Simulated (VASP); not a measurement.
# Li5BiS (F-43m) in VASP: a series of runs

Runs on Li5BiS. Level: PBE. Tasks: single point, relaxation of cell and atoms.

All numbers are computed with VASP 6.6.1; they aren't measurements. Logs are shortened: lines on timing, memory, paths and dates and some standing lists are left out, and cuts for length are marked.

## 1. The cell of the first run

It takes space group F-43m (No. 216, cubic). Conventional cell: a = 9.685 Å, b = 9.685 Å, c = 9.685 Å, α = 90.00°, β = 90.00°, γ = 90.00°. Within 3.3 Å of Li (site symmetry 3m) lie 1 Bi at 2.53 Å and 3 Li at 2.72 Å. Within 5.2 Å of Li (site symmetry -43m) lie 12 Li at 3.96 Å and 4 S at 4.19 Å and 6 Bi at 4.84 Å. Within 3.3 Å of Bi (site symmetry -43m) lie 4 Li at 2.53 Å. S (site symmetry -43m) has 16 Li at 4.11 to 4.19 Å and 4 Bi at 4.19 Å within 5.4 Å.

The cell was generated, and may not be a known phase.

## 2. Single point, PBE

Input file INCAR:

```
SYSTEM = Li5BiS
PREC = Accurate ; ENCUT = 520
EDIFF = 1E-7 ; ISMEAR = 0
SIGMA = 0.1 ; LREAL = .FALSE.
LASPH = .TRUE. ; NELM = 60
ALGO = Normal ; ISIF = 2
LWAVE = .FALSE. ; LCHARG = .FALSE.
GGA = PE ; NBANDS = 27
```

Input file KPOINTS:

```
regular mesh
0
G
  8 8 8
  0 0 0
```

Input file POSCAR:

```
Li5BiS
1.0
    0.0000000000      4.8424043978      4.8424043978
    4.8424043978      0.0000000000      4.8424043978
    4.8424043978      4.8424043978      0.0000000000
Li Bi S
5 1 1
Direct
    0.5994616455      0.2016150636      0.5994616455
    0.5994616455      0.5994616455      0.5994616455
    0.2016150636      0.5994616455      0.5994616455
    0.5994616455      0.5994616455      0.2016150636
    0.2500000000      0.2500000000      0.2500000000
    0.7500000000      0.7500000000      0.7500000000
    0.0000000000      0.0000000000      0.0000000000
```

Potentials or basis: VASP PAW PBE potentials, release 64 (Li_sv, Bi_d, S).

Command:

```
cat potpaw_PBE.64/Li_sv/POTCAR potpaw_PBE.64/Bi_d/POTCAR potpaw_PBE.64/S/POTCAR > POTCAR
mpirun -np 1 vasp_std > vasp.out
```

OUTCAR:

```text
SYSTEM = Li5BiS
   PREC = Accurate
   ENCUT = 520
   EDIFF = 1E-7
   ISMEAR = 0
   LREAL = .FALSE.
   LASPH = .TRUE.
   NELM = 60
   ISIF = 2
   GGA = PE

 ion  position               nearest neighbor table
   1  0.599  0.202  0.599-   6 2.53
   2  0.599  0.599  0.599-   6 2.53
   3  0.202  0.599  0.599-   6 2.53
   4  0.599  0.599  0.202-   6 2.53
   5  0.250  0.250  0.250-
   6  0.750  0.750  0.750-   2 2.53   1 2.53   3 2.53   4 2.53
   7  0.000  0.000  0.000-

  LATTYP: Found a face centered cubic cell.
 ALAT       =     9.6848087956

  Lattice vectors:

 A1 = (   0.0000000000,   4.8424043978,   4.8424043978)
 A2 = (   4.8424043978,   0.0000000000,   4.8424043978)
 A3 = (   4.8424043978,   4.8424043978,   0.0000000000)

Analysis of symmetry for initial positions (statically):
=====================================================================
 Subroutine PRICEL returns:
 Original cell was already a primitive cell.

 Routine SETGRP: Setting up the symmetry group for a
 face centered cubic supercell.

 Subroutine GETGRP returns: Found 24 space group operations
 (whereof 24 operations were pure point group operations)
 out of a pool of 48 trial point group operations.

The static configuration has the point symmetry T_d .

Analysis of symmetry for dynamics (positions and initial velocities):
=====================================================================
 Subroutine PRICEL returns:
 Original cell was already a primitive cell.

 Routine SETGRP: Setting up the symmetry group for a
 face centered cubic supercell.

 Subroutine GETGRP returns: Found 24 space group operations
 (whereof 24 operations were pure point group operations)
 out of a pool of 48 trial point group operations.

The dynamic configuration has the point symmetry T_d .

 Subroutine INISYM returns: Found 24 space group operations
 (whereof 24 operations are pure point group operations),
 and found     1 'primitive' translations

----------------------------------------------------------------------------------------

                                     Primitive cell

  volume of cell :     227.0979

  direct lattice vectors                    reciprocal lattice vectors
     0.000000000  4.842404398  4.842404398    -0.103254491  0.103254491  0.103254491
     4.842404398  0.000000000  4.842404398     0.103254491 -0.103254491  0.103254491
     4.842404398  4.842404398  0.000000000     0.103254491  0.103254491 -0.103254491

  length of vectors
     6.848193974  6.848193974  6.848193974     0.178842024  0.178842024  0.178842024

  position of ions in fractional coordinates (direct lattice)
     0.599461645  0.201615064  0.599461645
     0.599461645  0.599461645  0.599461645
     0.201615064  0.599461645  0.599461645
     0.599461645  0.599461645  0.201615064
     0.250000000  0.250000000  0.250000000
     0.750000000  0.750000000  0.750000000
     0.000000000  0.000000000  0.000000000

  ion indices of the primitive-cell ions
   primitive index   ion index
                 1           1
                 2           2
                 3           3
                 4           4
                 5           5
                 6           6
                 7           7

----------------------------------------------------------------------------------------

 KPOINTS: regular mesh

Automatic generation of k-mesh.
 Grid dimensions read from file:
 generate k-points for:    8    8    8

 Generating k-lattice:

  Cartesian coordinates                     Fractional coordinates (reciprocal lattice)
    -0.012906811  0.012906811  0.012906811     0.125000000  0.000000000  0.000000000
     0.012906811 -0.012906811  0.012906811     0.000000000  0.125000000  0.000000000
     0.012906811  0.012906811 -0.012906811     0.000000000  0.000000000  0.125000000

  Length of vectors
     0.022355253  0.022355253  0.022355253

  Shift w.r.t. Gamma in fractional coordinates (k-lattice)
     0.000000000  0.000000000  0.000000000

 Subroutine IBZKPT returns following result:
 ===========================================

 Found     29 irreducible k-points:

 Following reciprocal coordinates:
            Coordinates               Weight
  0.000000  0.000000  0.000000      1.000000
  0.125000  0.000000  0.000000      8.000000
  0.250000  0.000000  0.000000      8.000000
  0.375000  0.000000  0.000000      8.000000
  0.500000  0.000000  0.000000      4.000000
  0.125000  0.125000  0.000000      6.000000
[... 16 lines left out ...]
  0.500000  0.250000  0.125000     48.000000
 -0.375000  0.250000  0.125000     24.000000
 [... further k-points ...]
   k-points           NKPTS =     29   k-points in BZ     NKDIM =     29   number of bands    NBANDS=     27
   number of dos      NEDOS =    301   number of ions     NIONS =      7
   total plane-waves  NPLWV = 157464
   dimension x,y,z NGX =    54 NGY =   54 NGZ =   54
   dimension x,y,z NGXF=   108 NGYF=  108 NGZF=  108
   ions per type =               5   1   1
   NGX,Y,Z   is equivalent  to a cutoff of  13.11, 13.11, 13.11 a.u.
   NGXF,Y,Z  is equivalent  to a cutoff of  26.22, 26.22, 26.22 a.u.
 SYSTEM =  Li5BiS
   PREC   = accura    normal or accurate (medium, high low for compatibility)
   ISTART =      0    job   : 0-new  1-cont  2-samecut
   ICHARG =      2    charge: 1-file 2-atom 10-const
   ISPIN  =      1    spin polarized calculation?
   LNONCOLLINEAR =      F non collinear calculations
   LSORBIT =      F    spin-orbit coupling
   LASPH  =      T    aspherical Exc in radial PAW
   ENCUT  =  520.0 eV  38.22 Ry    6.18 a.u.  12.73 12.73 12.73*2*pi/ulx,y,z
   NELM   =     60;   NELMIN=  2; NELMDL= -5     # of ELM steps
   EDIFF  = 0.1E-06   stopping-criterion for ELM
   LREAL  =      F    real-space projection
   EDIFFG = 0.1E-05   stopping-criterion for IOM
   NSW    =      0    number of steps for IOM
   IBRION =     -1    ionic relax: 0-MD 1-quasi-New 2-CG
   NFREE  =      0    steps in history (QN), initial steepest desc. (CG)
   ISIF   =      2    stress and relaxation
   ISYM   =      2    0-nonsym 1-usesym 2-fastsym
   POTIM  = 0.5000    time-step for ionic-motion
   TEBEG  =    0.0;   TEEND  =   0.0 temperature during run
   PSTRESS=    0.0 pullay stress
   NELECT =      36.0000    total number of electrons
   NUPDOWN=      -1.0000    fix difference up-down
   EMIN   =  10.00;   EMAX   =-10.00  energy-range for DOS
   EFERMI =   0.00;   METHOD = LEGACY
   ISMEAR =     0;   SIGMA  =   0.10  broadening in eV -4-tet -1-fermi 0-gaus
   EFERMI_NEDOS =   21; number of points for ismear=-14 and -15
   IALGO  =     38    algorithm
   IMIX   =      4    mixing-type and parameters
     AMIX     =   0.40;   BMIX     =  1.00
     AMIX_MAG =   1.60;   BMIX_MAG =  1.00
  volume/ion in A,a.u.               =      32.44       218.93
  Fermi-wavevector in a.u.,A,eV,Ry     =   0.886009  1.674314 10.680727  0.785011
  Thomas-Fermi vector in A             =   2.007118
   LORBIT       =      0    0 simple, 1 ext, 2 COOP (PROOUT), +10 PAW based schemes
   GGA     = PE    functional components
   LHFCALC =     F    Hartree Fock is set to
   AEXX    =    0.0000 exact exchange contribution
   IVDW    =     0    specifies the selected vdW correction
   LEPSILON=     F    determine dielectric tensor
   LRPA    =     F    only Hartree local field effects (RPA)
 non-spin polarized calculation
 Gauss-broadening in eV      SIGMA  =   0.10
  energy-cutoff  :      520.00
  volume of cell :      227.10
 maximum number of plane-waves:      6183
 NGX is ok and might be reduce to    54
   NGX = 25   NGY = 25   NGZ = 25

 number of electron      36.0000006 magnetization

 Free energy of the ion-electron system (eV)
  ---------------------------------------------------
  ext. energy  EPLUGINS =         0.00000000
  ---------------------------------------------------
  free energy    TOTEN  =       -14.42597117 eV

  energy without entropy =      -14.36736090  energy(sigma->0) =      -14.39666604

 E-fermi :   0.0724     XC(G=0):  -6.5718

 val. band max:        0.0722989881   @ k =   0.3750   0.0000   0.0000
 cond. band min:       0.0727786917   @ k =  -0.3750   0.1250   0.0000
 fundamental gap:      0.0004797036
 Fermi energy:         0.0724456592

 k-point     1 :       0.0000    0.0000    0.0000
  band No.  band energies     occupation
      1     -48.7716      2.00000
      2     -46.3021      2.00000
      3     -46.2808      2.00000
      4     -46.2808      2.00000
      5     -46.2808      2.00000
      6     -21.6079      2.00000
[... 19 lines left out ...]
     26       4.5533      0.00000
     27       4.5533      0.00000

 k-point     2 :       0.1250    0.0000    0.0000
  band No.  band energies     occupation
      1     -48.7716      2.00000
      2     -46.3021      2.00000
      3     -46.2808      2.00000
      4     -46.2808      2.00000
      5     -46.2808      2.00000
      6     -21.6079      2.00000
[... 19 lines left out ...]
     26       4.4060      0.00000
     27       4.6214      0.00000

 k-point     3 :       0.2500    0.0000    0.0000
  band No.  band energies     occupation
      1     -48.7716      2.00000
      2     -46.3021      2.00000
      3     -46.2809      2.00000
      4     -46.2808      2.00000
      5     -46.2808      2.00000
      6     -21.6079      2.00000
[... 19 lines left out ...]
     26       4.4208      0.00000
     27       4.8602      0.00000

 k-point     4 :       0.3750    0.0000    0.0000
  band No.  band energies     occupation
      1     -48.7716      2.00000
      2     -46.3020      2.00000
      3     -46.2809      2.00000
      4     -46.2808      2.00000
      5     -46.2808      2.00000
      6     -21.6079      2.00000
[... 19 lines left out ...]
     26       5.0592      0.00000
     27       5.1845      0.00000

 k-point     5 :       0.5000    0.0000    0.0000
  band No.  band energies     occupation
      1     -48.7716      2.00000
      2     -46.3020      2.00000
      3     -46.2809      2.00000
      4     -46.2808      2.00000
      5     -46.2808      2.00000
      6     -21.6079      2.00000
[... 19 lines left out ...]
     26       5.2831      0.00000
     27       5.2831      0.00000

 k-point     6 :       0.1250    0.1250    0.0000
  band No.  band energies     occupation
      1     -48.7715      2.00000
      2     -46.3021      2.00000
      3     -46.2808      2.00000
      4     -46.2808      2.00000
      5     -46.2808      2.00000
      6     -21.6079      2.00000
[... 444 lines left out ...]
      1     -48.7715      2.00000
      2     -46.3020      2.00000
      3     -46.2810      2.00000
      4     -46.2807      2.00000
      5     -46.2807      2.00000
      6     -21.6079      2.00000
[... 19 lines left out ...]
     26       4.8320      0.00000
     27       5.0796      0.00000

 k-point    22 :       0.3750    0.2500    0.1250
  band No.  band energies     occupation
      1     -48.7716      2.00000
      2     -46.3020      2.00000
      3     -46.2809      2.00000
      4     -46.2808      2.00000
      5     -46.2808      2.00000
      6     -21.6079      2.00000
[... 19 lines left out ...]
     26       4.5570      0.00000
     27       5.0320      0.00000

 k-point    23 :       0.5000    0.2500    0.1250
  band No.  band energies     occupation
      1     -48.7716      2.00000
      2     -46.3020      2.00000
      3     -46.2810      2.00000
      4     -46.2808      2.00000
      5     -46.2808      2.00000
      6     -21.6079      2.00000
[... 19 lines left out ...]
     26       4.8538      0.00000
     27       5.3735      0.00000

 k-point    24 :      -0.3750    0.2500    0.1250
  band No.  band energies     occupation
      1     -48.7716      2.00000
      2     -46.3020      2.00000
      3     -46.2810      2.00000
      4     -46.2808      2.00000
      5     -46.2808      2.00000
      6     -21.6079      2.00000
[... 19 lines left out ...]
     26       5.1842      0.00000
     27       5.4146      0.00000

 [... further k-points ...]

------------------------ aborting loop because EDIFF is reached ----------------------------------------

  FORCE on cell =-STRESS in cart. coord.  units (eV):
  Direction    XX          YY          ZZ          XY          YZ          ZX
  --------------------------------------------------------------------------------------
  -------------------------------------------------------------------------------------
  Total       -0.0736725     -0.0736725     -0.0736725      0.0000000      0.0000000      0.0000000
  in kB       -0.5197603     -0.5197603     -0.5197603      0.0000000      0.0000000      0.0000000
  external PRESSURE =      -0.5197603 kB  Pullay stress =       0.0000000 kB

 VOLUME and BASIS-vectors are now :
 -----------------------------------------------------------------------------
  energy-cutoff  :      520.00
  volume of cell :      227.10
      direct lattice vectors                 reciprocal lattice vectors
     0.000000000  4.842404398  4.842404398    -0.103254491  0.103254491  0.103254491
     4.842404398  0.000000000  4.842404398     0.103254491 -0.103254491  0.103254491
     4.842404398  4.842404398  0.000000000     0.103254491  0.103254491 -0.103254491

 POSITION                                       TOTAL-FORCE (eV/Angst)
 -----------------------------------------------------------------------------------
      3.87914      5.80567      3.87914        -0.002562      0.002562     -0.002562
      5.80567      5.80567      5.80567         0.002562      0.002562      0.002562
      5.80567      3.87914      3.87914         0.002562     -0.002562     -0.002562
      3.87914      3.87914      5.80567        -0.002562     -0.002562      0.002562
      2.42120      2.42120      2.42120         0.000000      0.000000      0.000000
      7.26361      7.26361      7.26361         0.000000      0.000000      0.000000
      0.00000      0.00000      0.00000         0.000000      0.000000      0.000000
 -----------------------------------------------------------------------------------
    total drift:                               -0.000003     -0.000003     -0.000004

  FREE ENERGIE OF THE ION-ELECTRON SYSTEM (eV)
  ---------------------------------------------------
  free  energy   TOTEN  =       -14.4259711713 eV

  energy  without entropy=      -14.3673609028  energy(sigma->0) =      -14.39666604
```

It took 3.6 min on 1 thread of AMD EPYC 9R45 (Zen 5), shared host; peak memory 0.45 GiB.

What came out:

```yaml
Free_energy: -14.4260 eV
Largest_force: 0.004 eV/Å
Band_gap_on_the_k_mesh: zero (bands 18 and 19 overlap by 0.57 eV)
```

Forces in eV/Å, atoms in the order of the input:
```
Li  -0.003  0.003 -0.003
Li   0.003  0.003  0.003
Li   0.003 -0.003 -0.003
Li  -0.003 -0.003  0.003
Li   0.000  0.000  0.000
Bi   0.000  0.000  0.000
S    0.000  0.000  0.000
```

Levels at points of the mesh, in eV from the Fermi level:
```csv
k point,band 16,band 17,band 18,band 19,band 20,band 21
"(0.00, 0.00, 0.00)",-1.07,-0.45,-0.45,-0.45,2.13,2.13
"(0.50, 0.00, 0.00)",-0.47,-0.21,-0.21,-0.08,1.33,1.71
"(0.50, 0.50, 0.00)",-1.14,-0.11,0.12,0.12,0.88,2.39
```

Caveat: the cutoff is under 1.25 times the usual one of these potentials, so pressure, stress and relaxed cells hold a basis-set (Pulay) error; spin-orbit coupling is left out, which moves the levels of the heavy elements.

## 3. Relaxation of cell and atoms, PBE

This run uses another cell than the first one, of 33.07 Å³/atom.

Input file INCAR:

```
SYSTEM = Li5BiS
ALGO = Normal
EDIFF = 1E-6
EDIFFG = -0.01
ENCUT = 600
GGA = PE
IBRION = 2
ISIF = 3
ISMEAR = 0
LASPH = .True.
LCHARG = .False.
LREAL = .False.
LWAVE = .False.
NELM = 100
NSW = 100
PREC = Accurate
SIGMA = 0.1
```

Input file KPOINTS:

```
k-points
0
Gamma
  8 8 8
  0 0 0
```

Input file POSCAR:

```
Li5BiS
1.0
    0.0000000000      4.8734045734      4.8734045734
    4.8734045734      0.0000000000      4.8734045734
    4.8734045734      4.8734045734      0.0000000000
Li Bi S
5 1 1
Direct
    0.5997373334      0.2007879997      0.5997373334
    0.5997373334      0.5997373334      0.5997373334
    0.2007879997      0.5997373334      0.5997373334
    0.5997373334      0.5997373334      0.2007879997
    0.2500000000      0.2500000000      0.2500000000
    0.7500000000      0.7500000000      0.7500000000
    0.0000000000      0.0000000000      0.0000000000
```

Potentials or basis: VASP PAW PBE potentials, release 64 (Li_sv, Bi_d, S).

Command:

```
cat potpaw_PBE.64/Li_sv/POTCAR potpaw_PBE.64/Bi_d/POTCAR potpaw_PBE.64/S/POTCAR > POTCAR
mpirun -np 1 vasp_std > vasp.out
```

Wall time 9.1 min (1 thread of AMD EPYC 9R45 (Zen 5), shared host); peak memory 0.55 GiB.

Results (log left out):

| Item | Value |
| --- | --- |
| Free energy | -14.4284 eV |
| Relaxed volume | 32.23 Å³/atom |
| Relaxed cell | a = 6.833 Å, b = 6.833 Å, c = 6.833 Å, α = 60.00°, β = 60.00°, γ = 60.00° |
| Space group after relaxing (to 0.1 Å) | F-43m (No. 216) |
| Energy gained by relaxing | 0.6 meV/atom |
| Ionic steps | 6 |
| Pressure after relaxing | 0.0 GPa |
| Largest force after relaxing | 0.004 eV/Å |
| Band gap on the k mesh | zero (bands 18 and 19 overlap by 0.57 eV) |

Forces in eV/Å, atoms in the order of the input:
```
Li  -0.002  0.002 -0.002
Li   0.002  0.002  0.002
Li   0.002 -0.002 -0.002
Li  -0.002 -0.002  0.002
Li   0.000  0.000  0.000
Bi   0.000  0.000  0.000
S    0.000  0.000  0.000
```

Step by step:
| step | energy change (eV) | largest force (eV/Å) | pressure (GPa) | volume (Å³) |
| --- | --- | --- | --- | --- |
| 1 | 0.0000 | 0.0001 | -0.22 | 231.49 |
| 2 | -0.0019 | 0.0114 | -0.17 | 229.99 |
| 3 | -0.0038 | 0.0428 | 0.03 | 225.53 |
| 4 | -0.0038 | 0.0375 | 0.00 | 226.26 |
| 5 | -0.0041 | 0.0186 | -0.01 | 225.97 |
| 6 | -0.0042 | 0.0041 | -0.01 | 225.61 |

Final structure:
```
Li Bi S
1.0
     0.00000    4.83184    4.83184
     4.83184    0.00000    4.83184
     4.83184    4.83184    0.00000
Li Bi S
5 1 1
Direct
  0.59938 0.20186 0.59938
  0.59938 0.59938 0.59938
  0.20186 0.59938 0.59938
  0.59938 0.59938 0.20186
  0.25000 0.25000 0.25000
  0.75000 0.75000 0.75000
  0.00000 0.00000 0.00000
```

Levels at points of the mesh, in eV from the Fermi level:
| k point | band 16 | band 17 | band 18 | band 19 | band 20 | band 21 |
| --- | --- | --- | --- | --- | --- | --- |
| (0.00, 0.00, 0.00) | -1.08 | -0.45 | -0.45 | -0.45 | 2.14 | 2.14 |
| (0.50, 0.00, 0.00) | -0.47 | -0.21 | -0.21 | -0.08 | 1.33 | 1.71 |
| (0.50, 0.50, 0.00) | -1.15 | -0.11 | 0.12 | 0.12 | 0.88 | 2.40 |

Caveat: the cutoff is under 1.25 times the usual one of these potentials, so pressure, stress and relaxed cells hold a basis-set (Pulay) error; spin-orbit coupling is left out, which moves the levels of the heavy elements.
